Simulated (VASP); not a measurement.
Runs of VASP 6.6.1 on Cu. The structure is that of space group I4/mmm (No. 139), or close to it. The cells are those of the table. 

```csv
cell,further INCAR settings,gap on the mesh (eV),pressure (GPa)
"a = 2.638, b = 2.638, c = 3.412 Å, 2 atoms",ALGO = Fast; EDIFF = 1e-06; NBANDS = 18,none,2.2
"a = 2.612, b = 2.612, c = 3.485 Å, 2 atoms",ALGO = Fast; EDIFF = 1e-06; NBANDS = 18,none,(a)
"a = 2.605, b = 2.605, c = 3.412 Å, 2 atoms",ALGO = Fast; EDIFF = 1e-07; NBANDS = 18,none,5.6
"a = 2.592, b = 2.592, c = 3.485 Å, 2 atoms",ALGO = Fast; EDIFF = 1e-07; NBANDS = 18,none,4.2
```

Alike in all rows: task single point; level PBE; potentials or basis VASP PAW PBE potentials, release 64 (Cu); no spin polarisation; k mesh 20 × 20 × 14; cutoff (eV) 520; smearing gaussian 0.1 eV.

**Question.** Estimate the missing entries.

**Answer.** (a) 1.9.

A gap of «none» marks levels without a gap at the run's occupations.
